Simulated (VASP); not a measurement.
# KCdCO3F (P-6m2) in VASP: further runs

KCdCO3F is run at these levels: PBE; tasks: single point.

All numbers are computed with VASP 6.6.1; they aren't measurements. Logs are shortened: lines on timing, memory, paths and dates and some standing lists are left out, and cuts for length are marked.

### 1 The cell of the first run

The structure is hexagonal, space group P-6m2 (No. 187). Conventional cell: a = 5.132 Å, b = 5.132 Å, c = 4.432 Å, α = 90.00°, β = 90.00°, γ = 120.00°. K (site symmetry -6m2) has 6 O at 2.80 Å and 3 F at 2.96 Å and 6 Cd at 3.70 Å and 6 C at 3.70 Å within 3.8 Å. Within 3.0 Å of Cd (site symmetry -6m2) lie 2 F at 2.22 Å and 6 O at 2.58 Å and 3 C at 2.96 Å. Within 1.7 Å of C (site symmetry -6m2) lie 3 O at 1.25 Å. Within 1.7 Å of O (site symmetry mm2) lie 1 C at 1.25 Å. Within 3.0 Å of F (site symmetry -6m2) lie 2 Cd at 2.22 Å and 3 K at 2.96 Å.

### 2 Single point, PBE

Input file INCAR:

```
SYSTEM = KCdCO3F
PREC = Accurate ; ENCUT = 520
EDIFF = 1E-6 ; ISMEAR = 0
SIGMA = 0.1 ; LREAL = .False.
LASPH = .True. ; NELM = 60
ALGO = Normal ; ISIF = 2
LWAVE = .False. ; LCHARG = .False.
GGA = PE ; NBANDS = 34
```

Input file KPOINTS:

```
Automatic mesh
0
Gamma
  6 6 4
  0 0 0
```

Input file POSCAR:

```
KCdCO3F
1.0
    5.1324000000      0.0000000000      0.0000000000
   -2.5662000000      4.4447887824      0.0000000000
    0.0000000000      0.0000000000      4.4324000000
K Cd C O F
1 1 1 3 1
Direct
    0.0000000000      0.0000000000      0.0000000000
    0.6666666667      0.3333333333      0.5000000000
    0.3333333333      0.6666666667      0.5000000000
    0.1925000000      0.3850000000      0.5000000000
    0.1925000000      0.8075000000      0.5000000000
    0.6150000000      0.8075000000      0.5000000000
    0.6666666667      0.3333333333      0.0000000000
```

Potentials or basis: VASP PAW PBE potentials, release 64 (K_sv, Cd, C, O, F).

The run is started by

```
cat potpaw_PBE.64/K_sv/POTCAR potpaw_PBE.64/Cd/POTCAR potpaw_PBE.64/C/POTCAR potpaw_PBE.64/O/POTCAR potpaw_PBE.64/F/POTCAR > POTCAR
mpirun -np 1 vasp_std > vasp.out
```

OUTCAR:

```text
SYSTEM = KCdCO3F
   PREC = Accurate
   ENCUT = 520
   EDIFF = 1E-6
   ISMEAR = 0
   LREAL = .False.
   LASPH = .True.
   NELM = 60
   ISIF = 2
   GGA = PE

 ion  position               nearest neighbor table
   1  0.000  0.000  0.000-   6 2.80   6 2.80   5 2.80   5 2.80   4 2.80   4 2.80   2 3.70   2 3.70
                             2 3.70   2 3.70   2 3.70   2 3.70
   2  0.667  0.333  0.500-   7 2.22   7 2.22   4 2.58   6 2.58   5 2.58   5 2.58   4 2.58   6 2.58
                             1 3.70   1 3.70   1 3.70   1 3.70   1 3.70   1 3.70
   3  0.333  0.667  0.500-   5 1.25   6 1.25   4 1.25
   4  0.193  0.385  0.500-   3 1.25   2 2.58   2 2.58   1 2.80   1 2.80
   5  0.193  0.807  0.500-   3 1.25   2 2.58   2 2.58   1 2.80   1 2.80
   6  0.615  0.807  0.500-   3 1.25   2 2.58   2 2.58   1 2.80   1 2.80
   7  0.667  0.333  0.000-   2 2.22   2 2.22

  LATTYP: Found a hexagonal cell.
 ALAT       =     5.1324000000
 C/A-ratio  =     0.8636115657

  Lattice vectors:

 A1 = (   5.1324000000,   0.0000000000,   0.0000000000)
 A2 = (  -2.5662000000,   4.4447887824,   0.0000000000)
 A3 = (   0.0000000000,   0.0000000000,   4.4324000000)

Analysis of symmetry for initial positions (statically):
=====================================================================
 Subroutine PRICEL returns:
 Original cell was already a primitive cell.

 Routine SETGRP: Setting up the symmetry group for a
 hexagonal supercell.

 Subroutine GETGRP returns: Found 12 space group operations
 (whereof 12 operations were pure point group operations)
 out of a pool of 24 trial point group operations.

The static configuration has the point symmetry D_3h.

Analysis of symmetry for dynamics (positions and initial velocities):
=====================================================================
 Subroutine PRICEL returns:
 Original cell was already a primitive cell.

 Routine SETGRP: Setting up the symmetry group for a
 hexagonal supercell.

 Subroutine GETGRP returns: Found 12 space group operations
 (whereof 12 operations were pure point group operations)
 out of a pool of 24 trial point group operations.

The dynamic configuration has the point symmetry D_3h.

 Subroutine INISYM returns: Found 12 space group operations
 (whereof 12 operations are pure point group operations),
 and found     1 'primitive' translations

----------------------------------------------------------------------------------------

                                     Primitive cell

  volume of cell :     101.1138

  direct lattice vectors                    reciprocal lattice vectors
     5.132400000  0.000000000  0.000000000     0.194840620  0.112491285  0.000000000
    -2.566200000  4.444788782  0.000000000     0.000000000  0.224982569  0.000000000
     0.000000000  0.000000000  4.432400000     0.000000000  0.000000000  0.225611407

  length of vectors
     5.132400000  5.132400000  4.432400000     0.224982569  0.224982569  0.225611407

  position of ions in fractional coordinates (direct lattice)
     0.000000000  0.000000000  0.000000000
     0.666666667  0.333333333  0.500000000
     0.333333333  0.666666667  0.500000000
     0.192500000  0.385000000  0.500000000
     0.192500000  0.807500000  0.500000000
     0.615000000  0.807500000  0.500000000
     0.666666667  0.333333333  0.000000000

  ion indices of the primitive-cell ions
   primitive index   ion index
                 1           1
                 2           2
                 3           3
                 4           4
                 5           5
                 6           6
                 7           7

----------------------------------------------------------------------------------------

 KPOINTS: Automatic mesh

Automatic generation of k-mesh.
 Grid dimensions read from file:
 generate k-points for:    6    6    4

 Generating k-lattice:

  Cartesian coordinates                     Fractional coordinates (reciprocal lattice)
     0.032473437  0.018748547  0.000000000     0.166666667 -0.000000000  0.000000000
     0.000000000  0.037497095  0.000000000     0.000000000  0.166666667  0.000000000
     0.000000000  0.000000000  0.056402852     0.000000000  0.000000000  0.250000000

  Length of vectors
     0.037497095  0.037497095  0.056402852

  Shift w.r.t. Gamma in fractional coordinates (k-lattice)
     0.000000000  0.000000000  0.000000000

 Subroutine IBZKPT returns following result:
 ===========================================

 Found     21 irreducible k-points:

 Following reciprocal coordinates:
            Coordinates               Weight
  0.000000  0.000000  0.000000      1.000000
  0.166667  0.000000  0.000000      6.000000
  0.333333 -0.000000  0.000000      6.000000
  0.500000 -0.000000  0.000000      3.000000
  0.166667  0.166667  0.000000      6.000000
  0.333333  0.166667  0.000000     12.000000
[... 13 lines left out ...]
  0.333333  0.166667  0.500000     12.000000
  0.333333  0.333333  0.500000      2.000000
   k-points           NKPTS =     21   k-points in BZ     NKDIM =     21   number of bands    NBANDS=     34
   number of dos      NEDOS =    301   number of ions     NIONS =      7
   total plane-waves  NPLWV =  57600
   dimension x,y,z NGX =    40 NGY =   40 NGZ =   36
   dimension x,y,z NGXF=    80 NGYF=   80 NGZF=   72
   ions per type =               1   1   1   3   1
   NGX,Y,Z   is equivalent  to a cutoff of  12.96, 12.96, 13.50 a.u.
   NGXF,Y,Z  is equivalent  to a cutoff of  25.91, 25.91, 27.01 a.u.
 SYSTEM =  KCdCO3F
   PREC   = accura    normal or accurate (medium, high low for compatibility)
   ISTART =      0    job   : 0-new  1-cont  2-samecut
   ICHARG =      2    charge: 1-file 2-atom 10-const
   ISPIN  =      1    spin polarized calculation?
   LNONCOLLINEAR =      F non collinear calculations
   LSORBIT =      F    spin-orbit coupling
   LASPH  =      T    aspherical Exc in radial PAW
   ENCUT  =  520.0 eV  38.22 Ry    6.18 a.u.   9.54  9.54  8.24*2*pi/ulx,y,z
   NELM   =     60;   NELMIN=  2; NELMDL= -5     # of ELM steps
   EDIFF  = 0.1E-05   stopping-criterion for ELM
   LREAL  =      F    real-space projection
   EDIFFG = 0.1E-04   stopping-criterion for IOM
   NSW    =      0    number of steps for IOM
   IBRION =     -1    ionic relax: 0-MD 1-quasi-New 2-CG
   NFREE  =      0    steps in history (QN), initial steepest desc. (CG)
   ISIF   =      2    stress and relaxation
   ISYM   =      2    0-nonsym 1-usesym 2-fastsym
   POTIM  = 0.5000    time-step for ionic-motion
   TEBEG  =    0.0;   TEEND  =   0.0 temperature during run
   PSTRESS=    0.0 pullay stress
   NELECT =      50.0000    total number of electrons
   NUPDOWN=      -1.0000    fix difference up-down
   EMIN   =  10.00;   EMAX   =-10.00  energy-range for DOS
   EFERMI =   0.00;   METHOD = LEGACY
   ISMEAR =     0;   SIGMA  =   0.10  broadening in eV -4-tet -1-fermi 0-gaus
   EFERMI_NEDOS =   21; number of points for ismear=-14 and -15
   IALGO  =     38    algorithm
   IMIX   =      4    mixing-type and parameters
     AMIX     =   0.40;   BMIX     =  1.00
     AMIX_MAG =   1.60;   BMIX_MAG =  1.00
  volume/ion in A,a.u.               =      14.44        97.48
  Fermi-wavevector in a.u.,A,eV,Ry     =   1.294577  2.446396 22.802416  1.675930
  Thomas-Fermi vector in A             =   2.426151
   LORBIT       =      0    0 simple, 1 ext, 2 COOP (PROOUT), +10 PAW based schemes
   GGA     = PE    functional components
   LHFCALC =     F    Hartree Fock is set to
   AEXX    =    0.0000 exact exchange contribution
   IVDW    =     0    specifies the selected vdW correction
   LEPSILON=     F    determine dielectric tensor
   LRPA    =     F    only Hartree local field effects (RPA)
 non-spin polarized calculation
 Gauss-broadening in eV      SIGMA  =   0.10
  energy-cutoff  :      520.00
  volume of cell :      101.11
 maximum number of plane-waves:      2801
 NGX is ok and might be reduce to    40
   NGX = 19   NGY = 19   NGZ = 17

 number of electron      49.9999993 magnetization

 Free energy of the ion-electron system (eV)
  ---------------------------------------------------
  ext. energy  EPLUGINS =         0.00000000
  ---------------------------------------------------
  free energy    TOTEN  =       -39.59445932 eV

  energy without entropy =      -39.59445932  energy(sigma->0) =      -39.59445932

 E-fermi :   0.6759     XC(G=0):  -9.2542

 val. band max:        0.1351452271   @ k =   0.0000   0.0000   0.5000
 cond. band min:       1.8225627397   @ k =   0.0000   0.0000   0.0000
 fundamental gap:      1.6874175126
 Fermi energy:         0.6759180094

 k-point     1 :       0.0000    0.0000    0.0000
  band No.  band energies     occupation
      1     -27.8007      2.00000
      2     -22.4014      2.00000
      3     -21.8188      2.00000
      4     -18.8714      2.00000
      5     -18.8714      2.00000
      6     -11.3547      2.00000
[... 26 lines left out ...]
     33      10.3138      0.00000
     34      10.8794      0.00000

 k-point     2 :       0.1667    0.0000    0.0000
  band No.  band energies     occupation
      1     -27.7999      2.00000
      2     -22.3915      2.00000
      3     -21.8218      2.00000
      4     -18.8893      2.00000
      5     -18.8707      2.00000
      6     -11.3573      2.00000
[... 26 lines left out ...]
     33      10.1859      0.00000
     34      10.3394      0.00000

 k-point     3 :       0.3333   -0.0000    0.0000
  band No.  band energies     occupation
      1     -27.7983      2.00000
      2     -22.3710      2.00000
      3     -21.8294      2.00000
      4     -18.9253      2.00000
      5     -18.8696      2.00000
      6     -11.3619      2.00000
[... 26 lines left out ...]
     33      10.1144      0.00000
     34      10.3841      0.00000
[... 593 lines left out ...]
 k-point    20 :       0.3333    0.1667    0.5000
  band No.  band energies     occupation
      1     -27.7911      2.00000
      2     -22.3535      2.00000
      3     -21.7542      2.00000
      4     -18.9563      2.00000
      5     -18.8682      2.00000
      6     -11.3897      2.00000
[... 26 lines left out ...]
     33      10.3058      0.00000
     34      10.7134      0.00000

 k-point    21 :       0.3333    0.3333    0.5000
  band No.  band energies     occupation
      1     -27.7908      2.00000
      2     -22.3476      2.00000
      3     -21.7550      2.00000
      4     -18.9605      2.00000
      5     -18.8764      2.00000
      6     -11.4008      2.00000
[... 26 lines left out ...]
     33      10.9127      0.00000
     34      10.9600      0.00000

------------------------ aborting loop because EDIFF is reached ----------------------------------------

  FORCE on cell =-STRESS in cart. coord.  units (eV):
  Direction    XX          YY          ZZ          XY          YZ          ZX
  --------------------------------------------------------------------------------------
  -------------------------------------------------------------------------------------
  Total        6.1854409      6.1854409      0.8470292      0.0000000     -0.0000000      0.0000000
  in kB       98.0100636     98.0100636     13.4214178      0.0000000     -0.0000000      0.0000000
  external PRESSURE =      69.8138483 kB  Pullay stress =       0.0000000 kB

 VOLUME and BASIS-vectors are now :
 -----------------------------------------------------------------------------
  energy-cutoff  :      520.00
  volume of cell :      101.11
      direct lattice vectors                 reciprocal lattice vectors
     5.132400000  0.000000000  0.000000000     0.194840620  0.112491285  0.000000000
    -2.566200000  4.444788782  0.000000000     0.000000000  0.224982569  0.000000000
     0.000000000  0.000000000  4.432400000     0.000000000  0.000000000  0.225611407

 POSITION                                       TOTAL-FORCE (eV/Angst)
 -----------------------------------------------------------------------------------
      0.00000      0.00000      0.00000         0.000000      0.000000      0.000000
      2.56620      1.48160      2.21620         0.000000      0.000000      0.000000
     -0.00000      2.96319      2.21620         0.000000      0.000000      0.000000
      0.00000      1.71124      2.21620         0.000000     -3.448284      0.000000
     -1.08422      3.58917      2.21620        -2.986301      1.724142     -0.000000
      1.08422      3.58917      2.21620         2.986301      1.724142     -0.000000
      2.56620      1.48160      0.00000         0.000000      0.000000      0.000000
 -----------------------------------------------------------------------------------
    total drift:                                0.000006     -0.000003      0.000000

  FREE ENERGIE OF THE ION-ELECTRON SYSTEM (eV)
  ---------------------------------------------------
  free  energy   TOTEN  =       -39.5944593166 eV

  energy  without entropy=      -39.5944593166  energy(sigma->0) =      -39.59445932
```

Run time: 71 s. Hardware: 1 thread of Intel Xeon Platinum 8488C (Sapphire Rapids), shared host; peak memory 0.27 GiB.

What came out:

```
Free energy            : -39.5945 eV
Pressure               : 7.0 GPa
Largest force          : 3.448 eV/Å
Band gap on the k mesh : 1.69 eV
```

Forces on the atoms (eV/Å):
```
K    0.000  0.000  0.000
Cd   0.000  0.000  0.000
C    0.000  0.000  0.000
O    0.000 -3.448  0.000
O   -2.986  1.724  0.000
O    2.986  1.724  0.000
F    0.000  0.000  0.000
```

Stress tensor (GPa, compression positive):
```
9.80 0.00 0.00
0.00 9.80 0.00
0.00 0.00 1.34
```

Caveat: the cell stands under pressure; forces of over 1 eV/Å act on the atoms, so gaps and moduli don't describe the material at rest. A k mesh can miss the band edges.

### 3 Single point, PBE

This run uses another cell than the first one, of 14.63 Å³/atom.

Input file INCAR:

```
PREC = Accurate ; ENCUT = 520
EDIFF = 1E-6 ; ISMEAR = 0
SIGMA = 0.1 ; LREAL = F
LASPH = T ; NELM = 80
ALGO = Normal ; ISIF = 2
LWAVE = F ; LCHARG = T
GGA = PE ; LELF = T
LVHAR = T ; NBANDS = 34
```

Input file KPOINTS:

```
regular mesh
0
Gamma
  6 6 4
```

Input file POSCAR:

```
KCdCO3F
1.0
    5.1322881342      0.0000000000      0.0000000000
   -2.5661440671      4.4446919038      0.0000000000
    0.0000000000      0.0000000000      4.4884328484
K Cd C O F
1 1 1 3 1
Direct
    0.0000000000      0.0000000000      0.0000000000
    0.6666666667      0.3333333333      0.5000000000
    0.3333333333      0.6666666667      0.5000000000
    0.1878675085      0.3757350169      0.5000000000
    0.1878675085      0.8121324915      0.5000000000
    0.6242649831      0.8121324915      0.5000000000
    0.6666666667      0.3333333333      0.0000000000
```

Potentials or basis: VASP PAW PBE potentials, release 64 (K_sv, Cd, C, O, F).

The run is started by

```
cat potpaw_PBE.64/K_sv/POTCAR potpaw_PBE.64/Cd/POTCAR potpaw_PBE.64/C/POTCAR potpaw_PBE.64/O/POTCAR potpaw_PBE.64/F/POTCAR > POTCAR
mpirun -np 1 vasp_std > vasp.out
```

It took 77 s on 1 thread of Intel Xeon Platinum 8488C (Sapphire Rapids), shared host; peak memory 0.28 GiB.

Results (log left out):

```yaml
Free_energy: -39.8233 eV
Pressure: 0.7 GPa
Largest_force: 0.260 eV/Å
Band_gap_on_the_k_mesh: 1.75 eV
```

Forces on the atoms (eV/Å):
```
K    0.000  0.000  0.000
Cd   0.000  0.000  0.000
C    0.000  0.000  0.000
O    0.000 -0.260  0.000
O   -0.225  0.130  0.000
O    0.225  0.130  0.000
F    0.000  0.000  0.000
```

Stress tensor (GPa, compression positive):
```
0.94 0.00 0.00
0.00 0.94 0.00
0.00 0.00 0.36
```

Levels at points of the mesh, in eV from the valence-band top:
| k point | band 22 | band 23 | band 24 | band 25 | band 26 | band 27 | band 28 | band 29 |
| --- | --- | --- | --- | --- | --- | --- | --- | --- |
| (0.00, 0.00, 0.00) | -1.75 | -1.44 | -1.44 | 0.00 | 1.75 | 5.81 | 6.25 | 8.86 |
| (0.50, 0.00, 0.00) | -1.91 | -1.42 | -1.40 | -0.15 | 3.91 | 5.87 | 6.06 | 8.40 |
| (0.00, 0.00, 0.50) | -1.90 | -1.37 | -1.37 | 0.00 | 3.93 | 5.10 | 6.31 | 9.03 |
| (0.50, 0.00, 0.50) | -1.67 | -1.40 | -1.34 | -0.15 | 5.36 | 5.96 | 6.88 | 7.69 |
